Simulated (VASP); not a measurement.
# CaO (I4mm) in VASP: single point with PBE

Aim: the single point of CaO with PBE.

Everything below comes from runs of VASP 6.6.1. Logs are shortened: lines on timing, memory, paths and dates and some standing lists are left out, and cuts for length are marked.

**1. The cell of the first run**

Symmetry: I4mm, No. 107, tetragonal system. The conventional cell has a = 3.416 Å, b = 3.416 Å, c = 4.831 Å, α = 90.00°, β = 90.00°, γ = 90.00°. Within 2.9 Å of Ca (site symmetry 4mm) lie 6 O at 2.22 to 2.62 Å. Within 2.9 Å of O (site symmetry 4mm) lie 6 Ca at 2.22 to 2.62 Å.

**2. Single point, PBE (atom 2 (O) moved 0.2 Å along x)**

Contents of INCAR:

```
  PREC = Accurate
  ENCUT = 520
  EDIFF = 1E-7
  ISMEAR = 0
  SIGMA = 0.05
  LREAL = False
  LASPH = True
  NELM = 80
  ALGO = Normal
  ISIF = 2
  LWAVE = False
  LCHARG = False
  GGA = PE
  NBANDS = 15
```

Contents of KPOINTS:

```
Automatic mesh
0
Gamma
  12 12 12
```

Contents of POSCAR:

```
CaO
1.0
    0.0000000000      2.4154225699      2.4154225699
    2.4154225699      0.0000000000      2.4154225699
    2.4154225699      2.4154225699      0.0000000000
Ca O
1 1
Direct
    0.5000000000      0.5000000000      0.5000000000
   -0.0414006233      0.0414006233      0.0414006233
```

Potentials or basis: VASP PAW PBE potentials, release 64 (Ca_sv, O).

Launch:

```bash
$ cat potpaw_PBE.64/Ca_sv/POTCAR potpaw_PBE.64/O/POTCAR > POTCAR
$ mpirun -np 1 vasp_std > vasp.out
```

OUTCAR:

```text
PREC = Accurate
   ENCUT = 520
   EDIFF = 1E-7
   ISMEAR = 0
   LREAL = False
   LASPH = True
   NELM = 80
   ISIF = 2
   GGA = PE

 ion  position               nearest neighbor table
   1  0.500  0.500  0.500-   2 2.22   2 2.42   2 2.42   2 2.42   2 2.42
   2  0.959  0.041  0.041-   1 2.22   1 2.42   1 2.42   1 2.42   1 2.42

  LATTYP: Found a face centered cubic cell.
 ALAT       =     4.8308451398

  Lattice vectors:

 A1 = (   0.0000000000,   2.4154225699,   2.4154225699)
 A2 = (   2.4154225699,   0.0000000000,   2.4154225699)
 A3 = (   2.4154225699,   2.4154225699,   0.0000000000)

Analysis of symmetry for initial positions (statically):
=====================================================================
 Subroutine PRICEL returns:
 Original cell was already a primitive cell.

 Routine SETGRP: Setting up the symmetry group for a
 face centered cubic supercell.

 Subroutine GETGRP returns: Found  8 space group operations
 (whereof  8 operations were pure point group operations)
 out of a pool of 48 trial point group operations.

The static configuration has the point symmetry C_4v.

Analysis of symmetry for dynamics (positions and initial velocities):
=====================================================================
 Subroutine PRICEL returns:
 Original cell was already a primitive cell.

 Routine SETGRP: Setting up the symmetry group for a
 face centered cubic supercell.

 Subroutine GETGRP returns: Found  8 space group operations
 (whereof  8 operations were pure point group operations)
 out of a pool of 48 trial point group operations.

The dynamic configuration has the point symmetry C_4v.

 Subroutine INISYM returns: Found  8 space group operations
 (whereof  8 operations are pure point group operations),
 and found     1 'primitive' translations

----------------------------------------------------------------------------------------

                                     Primitive cell

  volume of cell :      28.1844

  direct lattice vectors                    reciprocal lattice vectors
     0.000000000  2.415422570  2.415422570    -0.207003117  0.207003117  0.207003117
     2.415422570  0.000000000  2.415422570     0.207003117 -0.207003117  0.207003117
     2.415422570  2.415422570  0.000000000     0.207003117  0.207003117 -0.207003117

  length of vectors
     3.415923357  3.415923357  3.415923357     0.358539915  0.358539915  0.358539915

  position of ions in fractional coordinates (direct lattice)
     0.500000000  0.500000000  0.500000000
     0.958599377  0.041400623  0.041400623

  ion indices of the primitive-cell ions
   primitive index   ion index
                 1           1
                 2           2

----------------------------------------------------------------------------------------

 KPOINTS: Automatic mesh

Automatic generation of k-mesh.
 Grid dimensions read from file:
 generate k-points for:   12   12   12

 Generating k-lattice:

  Cartesian coordinates                     Fractional coordinates (reciprocal lattice)
    -0.017250260  0.017250260  0.017250260     0.083333333  0.000000000  0.000000000
     0.017250260 -0.017250260  0.017250260     0.000000000  0.083333333  0.000000000
     0.017250260  0.017250260 -0.017250260     0.000000000  0.000000000  0.083333333

  Length of vectors
     0.029878326  0.029878326  0.029878326

  Shift w.r.t. Gamma in fractional coordinates (k-lattice)
     0.000000000  0.000000000  0.000000000

 Subroutine IBZKPT returns following result:
 ===========================================

 Found    163 irreducible k-points:

 Following reciprocal coordinates:
            Coordinates               Weight
  0.000000  0.000000  0.000000      1.000000
  0.083333  0.000000  0.000000      8.000000
  0.166667  0.000000  0.000000      8.000000
  0.250000  0.000000  0.000000      8.000000
  0.333333  0.000000  0.000000      8.000000
  0.416667  0.000000  0.000000      8.000000
[... 16 lines left out ...]
  0.000000 -0.333333  0.083333      8.000000
 -0.250000  0.083333  0.000000     16.000000
 [... further k-points ...]
   k-points           NKPTS =    163   k-points in BZ     NKDIM =    163   number of bands    NBANDS=     15
   number of dos      NEDOS =    301   number of ions     NIONS =      2
   total plane-waves  NPLWV =  21952
   dimension x,y,z NGX =    28 NGY =   28 NGZ =   28
   dimension x,y,z NGXF=    56 NGYF=   56 NGZF=   56
   ions per type =               1   1
   NGX,Y,Z   is equivalent  to a cutoff of  13.63, 13.63, 13.63 a.u.
   NGXF,Y,Z  is equivalent  to a cutoff of  27.25, 27.25, 27.25 a.u.
 SYSTEM =  unknown system
   PREC   = accura    normal or accurate (medium, high low for compatibility)
   ISTART =      0    job   : 0-new  1-cont  2-samecut
   ICHARG =      2    charge: 1-file 2-atom 10-const
   ISPIN  =      1    spin polarized calculation?
   LNONCOLLINEAR =      F non collinear calculations
   LSORBIT =      F    spin-orbit coupling
   LASPH  =      T    aspherical Exc in radial PAW
   ENCUT  =  520.0 eV  38.22 Ry    6.18 a.u.   6.35  6.35  6.35*2*pi/ulx,y,z
   NELM   =     80;   NELMIN=  2; NELMDL= -5     # of ELM steps
   EDIFF  = 0.1E-06   stopping-criterion for ELM
   LREAL  =      F    real-space projection
   EDIFFG = 0.1E-05   stopping-criterion for IOM
   NSW    =      0    number of steps for IOM
   IBRION =     -1    ionic relax: 0-MD 1-quasi-New 2-CG
   NFREE  =      0    steps in history (QN), initial steepest desc. (CG)
   ISIF   =      2    stress and relaxation
   ISYM   =      2    0-nonsym 1-usesym 2-fastsym
   POTIM  = 0.5000    time-step for ionic-motion
   TEBEG  =    0.0;   TEEND  =   0.0 temperature during run
   PSTRESS=    0.0 pullay stress
   NELECT =      16.0000    total number of electrons
   NUPDOWN=      -1.0000    fix difference up-down
   EMIN   =  10.00;   EMAX   =-10.00  energy-range for DOS
   EFERMI =   0.00;   METHOD = LEGACY
   ISMEAR =     0;   SIGMA  =   0.05  broadening in eV -4-tet -1-fermi 0-gaus
   EFERMI_NEDOS =   21; number of points for ismear=-14 and -15
   IALGO  =     38    algorithm
   IMIX   =      4    mixing-type and parameters
     AMIX     =   0.40;   BMIX     =  1.00
     AMIX_MAG =   1.60;   BMIX_MAG =  1.00
  volume/ion in A,a.u.               =      14.09        95.10
  Fermi-wavevector in a.u.,A,eV,Ry     =   1.355538  2.561595 25.000479  1.837483
  Thomas-Fermi vector in A             =   2.482617
   LORBIT       =      0    0 simple, 1 ext, 2 COOP (PROOUT), +10 PAW based schemes
   GGA     = PE    functional components
   LHFCALC =     F    Hartree Fock is set to
   AEXX    =    0.0000 exact exchange contribution
   IVDW    =     0    specifies the selected vdW correction
   LEPSILON=     F    determine dielectric tensor
   LRPA    =     F    only Hartree local field effects (RPA)
 non-spin polarized calculation
 Gauss-broadening in eV      SIGMA  =   0.05
  energy-cutoff  :      520.00
  volume of cell :       28.18
 maximum number of plane-waves:       769
 NGX is ok and might be reduce to    28
   NGX = 13   NGY = 13   NGZ = 13

 number of electron      16.0000000 magnetization

 Free energy of the ion-electron system (eV)
  ---------------------------------------------------
  ext. energy  EPLUGINS =         0.00000000
  ---------------------------------------------------
  free energy    TOTEN  =       -12.73948194 eV

  energy without entropy =      -12.73948194  energy(sigma->0) =      -12.73948194

 E-fermi :   2.3515     XC(G=0): -10.3876

 val. band max:        2.1476144138   @ k =   0.0833   0.0833   0.0000
 cond. band min:       5.9177196794   @ k =   0.0000   0.5000   0.5000
 fundamental gap:      3.7701052656
 Fermi energy:         2.3514986970

 k-point     1 :       0.0000    0.0000    0.0000
  band No.  band energies     occupation
      1     -35.3901      2.00000
      2     -16.2127      2.00000
      3     -16.1673      2.00000
      4     -16.1673      2.00000
      5     -13.2195      2.00000
      6       2.1374      2.00000
      7       2.1389      2.00000
      8       2.1389      2.00000
      9       6.8132      0.00000
     10       8.4864      0.00000
     11       8.6449      0.00000
     12       8.6449      0.00000
     13       9.9616      0.00000
     14      10.2377      0.00000
     15      17.1749      0.00000

 k-point     2 :       0.0833    0.0000    0.0000
  band No.  band energies     occupation
      1     -35.3836      2.00000
      2     -16.2958      2.00000
      3     -16.1811      2.00000
      4     -16.1710      2.00000
      5     -13.1222      2.00000
      6       1.8446      2.00000
      7       2.0563      2.00000
      8       2.1141      2.00000
      9       7.1263      0.00000
     10       8.4662      0.00000
     11       8.7098      0.00000
     12       8.7270      0.00000
     13      10.1432      0.00000
     14      10.4171      0.00000
     15      17.4589      0.00000

 k-point     3 :       0.1667    0.0000    0.0000
  band No.  band energies     occupation
      1     -35.3659      2.00000
      2     -16.5240      2.00000
      3     -16.1929      2.00000
      4     -16.1812      2.00000
      5     -12.8812      2.00000
      6       1.2885      2.00000
      7       1.8414      2.00000
      8       1.9037      2.00000
      9       7.8729      0.00000
     10       8.4481      0.00000
     11       8.9878      0.00000
     12       8.9904      0.00000
     13      10.6108      0.00000
     14      10.8699      0.00000
     15      18.0221      0.00000
[... 343 lines left out ...]
 k-point    23 :       0.0000   -0.3333    0.0833
  band No.  band energies     occupation
      1     -35.3070      2.00000
      2     -17.0772      2.00000
      3     -16.2715      2.00000
      4     -16.2066      2.00000
      5     -12.2897      2.00000
      6       0.0344      2.00000
      7       1.1977      2.00000
      8       1.3905      2.00000
      9       8.5744      0.00000
     10       9.8085      0.00000
     11       9.9750      0.00000
     12      10.6759      0.00000
     13      12.1711      0.00000
     14      12.1933      0.00000
     15      16.9828      0.00000

 k-point    24 :      -0.2500    0.0833    0.0000
  band No.  band energies     occupation
      1     -35.3292      2.00000
      2     -16.8863      2.00000
      3     -16.2475      2.00000
      4     -16.1957      2.00000
      5     -12.4890      2.00000
      6       0.4607      2.00000
      7       1.4078      2.00000
      8       1.5796      2.00000
      9       8.4085      0.00000
     10       9.2186      0.00000
     11       9.5223      0.00000
     12       9.9491      0.00000
     13      11.3272      0.00000
     14      11.9251      0.00000
     15      17.9108      0.00000

 [... further k-points ...]
[... 5 lines left out ...]
  --------------------------------------------------------------------------------------
  -------------------------------------------------------------------------------------
  Total        1.0952876      0.0432679      0.0432679      0.0000000     -0.0000000      0.0000000
  in kB       62.2629068      2.4596127      2.4596127      0.0000000     -0.0000000      0.0000000
  external PRESSURE =      22.3940441 kB  Pullay stress =       0.0000000 kB

 VOLUME and BASIS-vectors are now :
 -----------------------------------------------------------------------------
  energy-cutoff  :      520.00
  volume of cell :       28.18
      direct lattice vectors                 reciprocal lattice vectors
     0.000000000  2.415422570  2.415422570    -0.207003117  0.207003117  0.207003117
     2.415422570  0.000000000  2.415422570     0.207003117 -0.207003117  0.207003117
     2.415422570  2.415422570  0.000000000     0.207003117  0.207003117 -0.207003117

 POSITION                                       TOTAL-FORCE (eV/Angst)
 -----------------------------------------------------------------------------------
      2.41542      2.41542      2.41542         0.739852      0.000000      0.000000
      0.20000      2.41542      2.41542        -0.739852      0.000000      0.000000
 -----------------------------------------------------------------------------------
    total drift:                               -0.000151      0.000000      0.000000

  FREE ENERGIE OF THE ION-ELECTRON SYSTEM (eV)
  ---------------------------------------------------
  free  energy   TOTEN  =       -12.7394819352 eV

  energy  without entropy=      -12.7394819352  energy(sigma->0) =      -12.73948194
```

Wall time 51 s (1 thread of Intel Xeon Platinum 8488C (Sapphire Rapids), shared host); peak memory 0.2 GiB.

Results:

- Free energy: -12.7395 eV
- Pressure: 2.2 GPa
- Largest force: 0.740 eV/Å
- Band gap on the k mesh: 3.77 eV, indirect (least direct gap 4.05 eV)

Forces on the atoms (eV/Å):
```
Ca   0.740  0.000  0.000
O   -0.740  0.000  0.000
```

Caveat: the cell differs from its parent crystal (atom 2 (O) moved 0.2 Å along x). A k mesh can miss the band edges.
